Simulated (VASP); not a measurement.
# TiSi16 (a cell with a defect) in VASP: single point with PBEsol

Aim: the single point of TiSi16 (a cell with a defect) with PBEsol.

Everything below comes from runs of VASP 6.6.1. Logs are shortened: lines on timing, memory, paths and dates and some standing lists are left out, and cuts for length are marked.

**1. The cell of the first run**

The cell holds a defect, 17 atoms: a = 7.679 Å, b = 7.679 Å, c = 7.679 Å, α = 60.00°, β = 60.00°, γ = 60.00°.

**2. Single point, PBEsol**

Input file INCAR:

```
SYSTEM = TiSi16
ALGO = Normal
EDIFF = 1E-7
ENCUT = 520
GGA = PS
ISIF = 2
ISMEAR = 0
LASPH = .True.
LCHARG = .True.
LELF = .True.
LREAL = Auto
LVHAR = .True.
LWAVE = .False.
NBANDS = 52
NELM = 80
PREC = Accurate
SIGMA = 0.02
```

Input file KPOINTS:

```
k-points
0
Gamma
  2 2 2
  0 0 0
```

Input file POSCAR:

```
TiSi16
1.0
    0.0000000000      5.4300000000      5.4300000000
    5.4300000000      0.0000000000      5.4300000000
    5.4300000000      5.4300000000      0.0000000000
Si Ti
16 1
Direct
    0.0143167587      0.0145265193      0.0160211786
    0.1401397790      0.1408042357      0.1396152855
   -0.0006293738     -0.0000185083      0.5110743094
    0.1130441989      0.1131672192      0.6551197053
   -0.0011872007      0.5119247698     -0.0016232965
    0.1124181400      0.6538916206      0.1136339779
   -0.0295290055      0.5119190608      0.5123643646
    0.1136170350      0.6267476059      0.6251739411
    0.5112759669     -0.0005402394     -0.0016216390
    0.6536939227      0.1126399632      0.1135764273
    0.5117913444     -0.0293338858      0.5123233886
    0.6261252302      0.1142537753      0.6251539595
    0.5110896869      0.5113325967     -0.0293104972
    0.6256684162      0.6263045120      0.1122658379
    0.4847800184      0.4854337937      0.4836301105
    0.6098437385      0.6100501842      0.6096973297
    0.3119921731      0.3121557090      0.3129337937
```

Potentials or basis: VASP PAW PBE potentials, release 64 (Si, Ti_sv).

On the command line:

```bash
$ cat potpaw_PBE.64/Si/POTCAR potpaw_PBE.64/Ti_sv/POTCAR > POTCAR
$ mpirun -np 1 vasp_std > vasp.out
```

OUTCAR:

```text
SYSTEM = TiSi16
   EDIFF = 1E-7
   ENCUT = 520
   GGA = PS
   ISIF = 2
   ISMEAR = 0
   LASPH = .True.
   LREAL = Auto
   NELM = 80
   PREC = Accurate

 ion  position               nearest neighbor table
   1  0.014  0.015  0.016-  10 2.28   6 2.28   4 2.28   2 2.36
   2  0.140  0.141  0.140-   5 2.34   9 2.34   3 2.34   1 2.36
   3  0.999  1.000  0.511-   4 2.33   2 2.34   8 2.34  12 2.34
   4  0.113  0.113  0.655-   1 2.28   3 2.33  17 2.42  11 2.50   7 2.50
   5  0.999  0.512  0.998-   6 2.33   2 2.34   8 2.34  14 2.34
   6  0.112  0.654  0.114-   1 2.28   5 2.33  17 2.43   7 2.50  13 2.50
   7  0.970  0.512  0.512-  16 2.28   8 2.33  17 2.43   6 2.50   4 2.50
   8  0.114  0.627  0.625-   7 2.33  15 2.34   5 2.34   3 2.34
   9  0.511  0.999  0.998-  10 2.33   2 2.34  12 2.34  14 2.34
  10  0.654  0.113  0.114-   1 2.28   9 2.33  17 2.43  11 2.50  13 2.50
  11  0.512  0.971  0.512-  16 2.28  12 2.33  17 2.43  10 2.50   4 2.50
  12  0.626  0.114  0.625-  11 2.33  15 2.34   9 2.34   3 2.34
  13  0.511  0.511  0.971-  16 2.28  14 2.33  17 2.43   6 2.50  10 2.50
  14  0.626  0.626  0.112-  13 2.33  15 2.34   5 2.34   9 2.34
  15  0.485  0.485  0.484-   8 2.34  12 2.34  14 2.34  16 2.36
  16  0.610  0.610  0.610-  11 2.28   7 2.28  13 2.28  15 2.36
  17  0.312  0.312  0.313-   4 2.42  10 2.43  13 2.43   6 2.43  11 2.43   7 2.43

  LATTYP: Found a face centered cubic cell.
 ALAT       =    10.8600000000

  Lattice vectors:

 A1 = (   0.0000000000,   5.4300000000,   5.4300000000)
 A2 = (   5.4300000000,   0.0000000000,   5.4300000000)
 A3 = (   5.4300000000,   5.4300000000,   0.0000000000)

Analysis of symmetry for initial positions (statically):
=====================================================================
 Subroutine PRICEL returns:
 Original cell was already a primitive cell.

 Routine SETGRP: Setting up the symmetry group for a
 face centered cubic supercell.

 Subroutine GETGRP returns: Found  1 space group operations
 (whereof  1 operations were pure point group operations)
 out of a pool of 48 trial point group operations.

The static configuration has the point symmetry C_1 .

Analysis of symmetry for dynamics (positions and initial velocities):
=====================================================================
 Subroutine PRICEL returns:
 Original cell was already a primitive cell.

 Routine SETGRP: Setting up the symmetry group for a
 face centered cubic supercell.

 Subroutine GETGRP returns: Found  1 space group operations
 (whereof  1 operations were pure point group operations)
 out of a pool of 48 trial point group operations.

The dynamic configuration has the point symmetry C_1 .

 Subroutine INISYM returns: Found  1 space group operations
 (whereof  1 operations are pure point group operations),
 and found     1 'primitive' translations

----------------------------------------------------------------------------------------

                                     Primitive cell

  volume of cell :     320.2060

  direct lattice vectors                    reciprocal lattice vectors
     0.000000000  5.430000000  5.430000000    -0.092081031  0.092081031  0.092081031
     5.430000000  0.000000000  5.430000000     0.092081031 -0.092081031  0.092081031
     5.430000000  5.430000000  0.000000000     0.092081031  0.092081031 -0.092081031

  length of vectors
     7.679179644  7.679179644  7.679179644     0.159489025  0.159489025  0.159489025

  position of ions in fractional coordinates (direct lattice)
     0.014316759  0.014526519  0.016021179
     0.140139779  0.140804236  0.139615285
     0.999370626  0.999981492  0.511074309
     0.113044199  0.113167219  0.655119705
     0.998812799  0.511924770  0.998376703
     0.112418140  0.653891621  0.113633978
[... 9 lines left out ...]
     0.609843738  0.610050184  0.609697330
     0.311992173  0.312155709  0.312933794

  ion indices of the primitive-cell ions
   primitive index   ion index
                 1           1
                 2           2
                 3           3
                 4           4
                 5           5
                 6           6
[... 9 lines left out ...]
                16          16
                17          17

----------------------------------------------------------------------------------------

 KPOINTS: k-points

Automatic generation of k-mesh.
 Grid dimensions read from file:
 generate k-points for:    2    2    2

 Generating k-lattice:

  Cartesian coordinates                     Fractional coordinates (reciprocal lattice)
    -0.046040516  0.046040516  0.046040516     0.500000000  0.000000000  0.000000000
     0.046040516 -0.046040516  0.046040516     0.000000000  0.500000000  0.000000000
     0.046040516  0.046040516 -0.046040516     0.000000000  0.000000000  0.500000000

  Length of vectors
     0.079744512  0.079744512  0.079744512

  Shift w.r.t. Gamma in fractional coordinates (k-lattice)
     0.000000000  0.000000000  0.000000000

 Subroutine IBZKPT returns following result:
 ===========================================

 Found      8 irreducible k-points:

 Following reciprocal coordinates:
            Coordinates               Weight
  0.000000  0.000000  0.000000      1.000000
  0.500000  0.000000  0.000000      1.000000
  0.000000  0.500000  0.000000      1.000000
  0.000000  0.000000  0.500000      1.000000
  0.500000  0.500000  0.500000      1.000000
  0.500000  0.500000  0.000000      1.000000
  0.000000  0.500000  0.500000      1.000000
  0.500000  0.000000  0.500000      1.000000
   k-points           NKPTS =      8   k-points in BZ     NKDIM =      8   number of bands    NBANDS=     52
   number of dos      NEDOS =    301   number of ions     NIONS =     17
   total plane-waves  NPLWV = 216000
   dimension x,y,z NGX =    60 NGY =   60 NGZ =   60
   dimension x,y,z NGXF=   120 NGYF=  120 NGZF=  120
   ions per type =              16   1
   NGX,Y,Z   is equivalent  to a cutoff of  12.99, 12.99, 12.99 a.u.
   NGXF,Y,Z  is equivalent  to a cutoff of  25.98, 25.98, 25.98 a.u.
 SYSTEM =  TiSi16
   PREC   = accura    normal or accurate (medium, high low for compatibility)
   ISTART =      0    job   : 0-new  1-cont  2-samecut
   ICHARG =      2    charge: 1-file 2-atom 10-const
   ISPIN  =      1    spin polarized calculation?
   LNONCOLLINEAR =      F non collinear calculations
   LSORBIT =      F    spin-orbit coupling
   LASPH  =      T    aspherical Exc in radial PAW
   ENCUT  =  520.0 eV  38.22 Ry    6.18 a.u.  14.28 14.28 14.28*2*pi/ulx,y,z
   NELM   =     80;   NELMIN=  2; NELMDL= -5     # of ELM steps
   EDIFF  = 0.1E-06   stopping-criterion for ELM
   LREAL  =      T    real-space projection
   EDIFFG = 0.1E-05   stopping-criterion for IOM
   NSW    =      0    number of steps for IOM
   IBRION =     -1    ionic relax: 0-MD 1-quasi-New 2-CG
   NFREE  =      0    steps in history (QN), initial steepest desc. (CG)
   ISIF   =      2    stress and relaxation
   ISYM   =      2    0-nonsym 1-usesym 2-fastsym
   POTIM  = 0.5000    time-step for ionic-motion
   TEBEG  =    0.0;   TEEND  =   0.0 temperature during run
   PSTRESS=    0.0 pullay stress
   NELECT =      76.0000    total number of electrons
   NUPDOWN=      -1.0000    fix difference up-down
   EMIN   =  10.00;   EMAX   =-10.00  energy-range for DOS
   EFERMI =   0.00;   METHOD = LEGACY
   ISMEAR =     0;   SIGMA  =   0.02  broadening in eV -4-tet -1-fermi 0-gaus
   EFERMI_NEDOS =   21; number of points for ismear=-14 and -15
   IALGO  =     38    algorithm
   IMIX   =      4    mixing-type and parameters
     AMIX     =   0.40;   BMIX     =  1.00
     AMIX_MAG =   1.60;   BMIX_MAG =  1.00
  volume/ion in A,a.u.               =      18.84       127.11
  Fermi-wavevector in a.u.,A,eV,Ry     =   1.013607  1.915439 13.978610  1.027399
  Thomas-Fermi vector in A             =   2.146786
   LORBIT       =      0    0 simple, 1 ext, 2 COOP (PROOUT), +10 PAW based schemes
   GGA     = PS    functional components
   LHFCALC =     F    Hartree Fock is set to
   AEXX    =    0.0000 exact exchange contribution
   IVDW    =     0    specifies the selected vdW correction
   LEPSILON=     F    determine dielectric tensor
   LRPA    =     F    only Hartree local field effects (RPA)
 non-spin polarized calculation
 Gauss-broadening in eV      SIGMA  =   0.02
  energy-cutoff  :      520.00
  volume of cell :      320.21
 maximum number of plane-waves:      8646
 NGX is ok and might be reduce to    60
   NGX = 29   NGY = 29   NGZ = 29

 number of electron      76.0000002 magnetization

 Free energy of the ion-electron system (eV)
  ---------------------------------------------------
  ext. energy  EPLUGINS =         0.00000000
  ---------------------------------------------------
  free energy    TOTEN  =       -96.56527327 eV

  energy without entropy =      -96.55816877  energy(sigma->0) =      -96.56172102

 E-fermi :   6.7869     XC(G=0):  -9.8815

 val. band max:        6.7063131342   @ k =   0.0000   0.0000   0.0000
 cond. band min:       6.7871903994   @ k =   0.5000   0.5000   0.0000
 fundamental gap:      0.0808772652
 Fermi energy:         6.7869037489

 k-point     1 :       0.0000    0.0000    0.0000
  band No.  band energies     occupation
      1     -49.7860      2.00000
      2     -26.3460      2.00000
      3     -26.2211      2.00000
      4     -26.2155      2.00000
      5      -5.7262      2.00000
      6      -3.4904      2.00000
[... 42 lines left out ...]
     49       8.4149      0.00000
     50       8.8309      0.00000

 k-point     2 :       0.5000    0.0000    0.0000
  band No.  band energies     occupation
      1     -49.7860      2.00000
      2     -26.3460      2.00000
      3     -26.2211      2.00000
      4     -26.2155      2.00000
      5      -4.9234      2.00000
      6      -4.8914      2.00000
[... 310 lines left out ...]
 k-point     8 :       0.5000    0.0000    0.5000
  band No.  band energies     occupation
      1     -49.7860      2.00000
      2     -26.3460      2.00000
      3     -26.2211      2.00000
      4     -26.2155      2.00000
      5      -4.6381      2.00000
      6      -4.6187      2.00000
[... 42 lines left out ...]
     49       9.8699      0.00000
     50      10.3556      0.00000
 [bands above 50 left out]

------------------------ aborting loop because EDIFF is reached ----------------------------------------

  FORCE on cell =-STRESS in cart. coord.  units (eV):
  Direction    XX          YY          ZZ          XY          YZ          ZX
  --------------------------------------------------------------------------------------
  -------------------------------------------------------------------------------------
  Total        8.1853856      8.1866788      8.2449602     -1.8032439     -1.7613129     -1.7602208
  in kB       40.9562551     40.9627259     41.2543418     -9.0226805     -8.8128753     -8.8074107
  external PRESSURE =      41.0577743 kB  Pullay stress =       0.0000000 kB

 VOLUME and BASIS-vectors are now :
 -----------------------------------------------------------------------------
  energy-cutoff  :      520.00
  volume of cell :      320.21
      direct lattice vectors                 reciprocal lattice vectors
     0.000000000  5.430000000  5.430000000    -0.092081031  0.092081031  0.092081031
     5.430000000  0.000000000  5.430000000     0.092081031 -0.092081031  0.092081031
     5.430000000  5.430000000  0.000000000     0.092081031  0.092081031 -0.092081031

 POSITION                                       TOTAL-FORCE (eV/Angst)
 -----------------------------------------------------------------------------------
      0.16587      0.16473      0.15662         0.034184      0.033530      0.035123
      1.52268      1.51907      1.52553         0.032611      0.032828      0.028717
      8.20503      8.20172     10.85648         0.021178      0.020923      0.001425
      4.17180      4.17113      1.22833         0.021892      0.020554      0.013762
      8.20094     10.84474      8.20331         0.018014      0.005566      0.016176
      4.16766      1.22746      4.16106         0.018470      0.006474      0.021725
[... 9 lines left out ...]
      6.62323      6.62211      6.62402        -0.031651     -0.031643     -0.030771
      3.39424      3.39335      3.38912        -0.003327     -0.002643      0.005978
 -----------------------------------------------------------------------------------
    total drift:                               -0.009997     -0.003510     -0.000308

  FREE ENERGIE OF THE ION-ELECTRON SYSTEM (eV)
  ---------------------------------------------------
  free  energy   TOTEN  =       -96.5652732684 eV

  energy  without entropy=      -96.5581687708  energy(sigma->0) =      -96.56172102
```

It took 4.9 min on 1 thread of AMD EPYC 9R45 (Zen 5), shared host; peak memory 0.46 GiB.

What came out:

| Item | Value |
| --- | --- |
| Free energy | -96.5653 eV |
| Pressure | 4.1 GPa |
| Largest force | 0.059 eV/Å |
| Band gap on the k mesh | zero (band 38 reaches 6.80 eV, above the bottom of band 39 at 6.60 eV) |

Forces in eV/Å, atoms in the order of the input:
```
Si   0.034  0.034  0.035
Si   0.033  0.033  0.029
Si   0.021  0.021  0.001
Si   0.022  0.021  0.014
Si   0.018  0.006  0.016
Si   0.018  0.006  0.022
Si  -0.011 -0.020 -0.018
Si  -0.008 -0.017 -0.020
Si   0.005  0.019  0.016
Si   0.007  0.018  0.022
Si  -0.019 -0.012 -0.019
Si  -0.018 -0.007 -0.020
Si  -0.019 -0.019 -0.012
Si  -0.019 -0.019 -0.009
Si  -0.029 -0.029 -0.032
Si  -0.032 -0.032 -0.031
Ti  -0.003 -0.003  0.006
```

Caveat: the k points lie up to 0.50 Å⁻¹ apart; the PAW data sets were made with another functional, which shifts forces and pressure a little.
